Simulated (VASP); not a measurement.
# Ge (Imma) in VASP: electric field gradients with PBE

Aim: the electric field gradients of Ge with PBE.

Program: VASP 6.6.1. These are calculated values, not measurements. Logs are shortened: lines on timing, memory, paths and dates and some standing lists are left out, and cuts for length are marked.

## 1. The cell of the first run

The structure is orthorhombic, space group Imma (No. 74). The conventional cell has a = 5.057 Å, b = 5.371 Å, c = 2.912 Å, α = 90.00°, β = 90.00°, γ = 90.00°. Within 3.7 Å of Ge (site symmetry mm2) lie 10 Ge at 2.71 to 3.70 Å.

## 2. Electric field gradients, PBE (19.78 Å³/atom)

The input, INCAR:

```
SYSTEM = Ge
ALGO = Normal
EDIFF = 1E-8
ENCUT = 520
GGA = PE
ISIF = 2
ISMEAR = -1
LASPH = .TRUE.
LCHARG = .FALSE.
LEFG = .TRUE.
LREAL = .FALSE.
LWAVE = .FALSE.
NBANDS = 21
NELM = 100
PREC = Accurate
SIGMA = 0.03
```

The input, KPOINTS:

```
k-points
0
G
  15 15 15
  0 0 0
```

The input, POSCAR:

```
Ge
1.0
   -2.5287425297      2.6857467767      1.4558563658
    2.5287425297     -2.6857467767      1.4558563658
    2.5287425297      2.6857467767     -1.4558563658
Ge
2
Direct
    0.6859430000      0.9359430000      0.7500000000
    0.3140570000      0.0640570000      0.2500000000
```

Potentials or basis: VASP PAW PBE potentials, release 64 (Ge_d).

Run with:

```sh
$ cat potpaw_PBE.64/Ge_d/POTCAR > POTCAR
$ mpirun -np 1 vasp_std > vasp.out
```

OUTCAR:

```text
SYSTEM = Ge
   EDIFF = 1E-8
   ENCUT = 520
   GGA = PE
   ISIF = 2
   ISMEAR = -1
   LASPH = .TRUE.
   LREAL = .FALSE.
   NELM = 100
   PREC = Accurate

 ion  position               nearest neighbor table
   1  0.686  0.936  0.750-   2 2.71   2 2.71   2 2.75   2 2.75
   2  0.314  0.064  0.250-   1 2.71   1 2.71   1 2.75   1 2.75

  LATTYP: Found a body centered orthorhombic cell.
 ALAT       =     2.9117127316
 B/A-ratio  =     1.7369450648
 C/A-ratio  =     1.8447882908

  Lattice vectors:

 A1 = (   2.5287425297,  -2.6857467767,   1.4558563658)
 A2 = (  -2.5287425297,  -2.6857467767,  -1.4558563658)
 A3 = (   2.5287425297,   2.6857467767,  -1.4558563658)

Analysis of symmetry for initial positions (statically):
=====================================================================
 Subroutine PRICEL returns:
 Original cell was already a primitive cell.

 Routine SETGRP: Setting up the symmetry group for a
 body centered orthorhombic supercell.

 Subroutine GETGRP returns: Found  8 space group operations
 (whereof  4 operations were pure point group operations)
 out of a pool of  8 trial point group operations.

The static configuration has the point symmetry C_2h.
 The point group associated with its full space group is D_2h.

Analysis of symmetry for dynamics (positions and initial velocities):
=====================================================================
 Subroutine PRICEL returns:
 Original cell was already a primitive cell.

 Routine SETGRP: Setting up the symmetry group for a
 body centered orthorhombic supercell.

 Subroutine GETGRP returns: Found  8 space group operations
 (whereof  4 operations were pure point group operations)
 out of a pool of  8 trial point group operations.

The dynamic configuration has the point symmetry C_2h.
 The point group associated with its full space group is D_2h.

 Subroutine INISYM returns: Found  8 space group operations
 (whereof  4 operations are pure point group operations),
 and found     1 'primitive' translations

[... 119 lines left out ...]
   GGA     = PE    functional components
[... 5 lines left out ...]
 non-spin polarized calculation
  energy-cutoff  :      520.00
  volume of cell :       39.55
 maximum number of plane-waves:      1084
 NGX is ok and might be reduce to    30
   NGX = 15   NGY = 15   NGZ = 15

 number of electron      28.0000026 magnetization

 Free energy of the ion-electron system (eV)
  ---------------------------------------------------
  ext. energy  EPLUGINS =         0.00000000
  ---------------------------------------------------
  free energy    TOTEN  =        -8.55841879 eV

  energy without entropy =       -8.55587442  energy(sigma->0) =       -8.55714661

 E-fermi :   6.0897     XC(G=0): -10.9955

 val. band max:        6.0867763932   @ k =  -0.2667  -0.2000   0.0667
 cond. band min:       6.0938328308   @ k =  -0.2000  -0.4000   0.1333
 fundamental gap:      0.0070564376
 Fermi energy:         6.0897123154

 k-point     1 :       0.0000    0.0000    0.0000
  band No.  band energies     occupation
      1     -18.6080      2.00000
      2     -18.5423      2.00000
      3     -18.5421      2.00000
      4     -18.5347      2.00000
      5     -18.5099      2.00000
      6     -18.4738      2.00000
[... 565 lines left out ...]
     20      16.0978      0.00000
     21      16.7335      0.00000

 [... further k-points ...]

------------------------ aborting loop because EDIFF is reached ----------------------------------------

  FORCE on cell =-STRESS in cart. coord.  units (eV):
  Direction    XX          YY          ZZ          XY          YZ          ZX
  --------------------------------------------------------------------------------------
  -------------------------------------------------------------------------------------
  Total       -0.3646419     -0.4430545     -0.3036594      0.0000000      0.0000000      0.0000000
  in kB      -14.7716464    -17.9481456    -12.3012454      0.0000000      0.0000000      0.0000000
  external PRESSURE =     -15.0070125 kB  Pullay stress =       0.0000000 kB

 VOLUME and BASIS-vectors are now :
 -----------------------------------------------------------------------------
  energy-cutoff  :      520.00
  volume of cell :       39.55
      direct lattice vectors                 reciprocal lattice vectors
    -2.528742530  2.685746777  1.455856366     0.000000000  0.186167961  0.343440474
     2.528742530 -2.685746777  1.455856366     0.197726733  0.000000000  0.343440474
     2.528742530  2.685746777 -1.455856366     0.197726733  0.186167961  0.000000000

 POSITION                                       TOTAL-FORCE (eV/Angst)
 -----------------------------------------------------------------------------------
      2.52874      1.34287      1.26934        -0.000000     -0.000000     -0.039616
      0.00000      1.34287      0.18652         0.000000      0.000000      0.039616
 -----------------------------------------------------------------------------------
    total drift:                               -0.000000     -0.000000      0.000000

  FREE ENERGIE OF THE ION-ELECTRON SYSTEM (eV)
  ---------------------------------------------------
  free  energy   TOTEN  =        -8.5584187935 eV

  energy  without entropy=       -8.5558744245  energy(sigma->0) =       -8.55714661

 Electric field gradients (V/A^2)
---------------------------------------------------------------------
 ion       V_xx      V_yy      V_zz      V_xy      V_xz      V_yz
---------------------------------------------------------------------
   1       6.012   -35.370    29.358    -0.000     0.001     0.000
   2       6.012   -35.370    29.358    -0.000     0.001     0.000
---------------------------------------------------------------------

 Electric field gradients after diagonalization (V/A^2)
 (convention: |V_zz| > |V_xx| > |V_yy|)
----------------------------------------------------------------------
 ion       V_xx      V_yy      V_zz     asymmetry (V_yy - V_xx)/ V_zz
----------------------------------------------------------------------
   1      29.358     6.012   -35.370       0.660
   2      29.358     6.012   -35.370       0.660
----------------------------------------------------------------------

           NMR quadrupolar parameters

 Cq : quadrupolar parameter    Cq=e*Q*V_zz/h
 eta: asymmetry parameters     (V_yy - V_xx)/ V_zz
 Q  : nuclear electric quadrupole moment in mb (millibarn)
----------------------------------------------------------------------
 ion       Cq(MHz)       eta       Q (mb)
----------------------------------------------------------------------
   1      -0.086       0.660       1.000
   2      -0.086       0.660       1.000
----------------------------------------------------------------------
```

stdout:

```text
POSCAR found type information on POSCAR Ge
 POSCAR found :  1 types and       2 ions
 scaLAPACK will be used
 LDA part: xc-table for (Slater+PW92), standard interpolation
 POSCAR, INCAR and KPOINTS ok, starting setup
 FFT: planning ... GRIDC
 FFT: planning ... GRID_SOFT
 FFT: planning ... GRID
 WAVECAR not read
 entering main loop
ion   1

ion   2
```

Wall time 8 min (1 thread of AMD EPYC 7R43 (Zen 3), shared host); peak memory 0.39 GiB.

What came out:

```
Free energy                             : -8.5584 eV
Pressure                                : -1.5 GPa
Largest force                           : 0.040 eV/Å
Band gap on the k mesh                  : zero (bands 14 and 15 overlap by 5.57 eV)
Largest electric field gradient by atom : Ge -35.4 V/Å²
```

Forces on the atoms (eV/Å):
```
Ge   0.000  0.000 -0.040
Ge   0.000  0.000  0.040
```

Electric field gradients, principal values (V/Å²):
| atom | least | middle | greatest (by size) |
| --- | --- | --- | --- |
| 1 Ge | 6.012 | 29.358 | -35.370 |
| 2 Ge | 6.012 | 29.358 | -35.370 |

Caveat: without QUAD_EFG the Cq values of the log hold for a quadrupole moment of 1 mb, not for the nuclei.
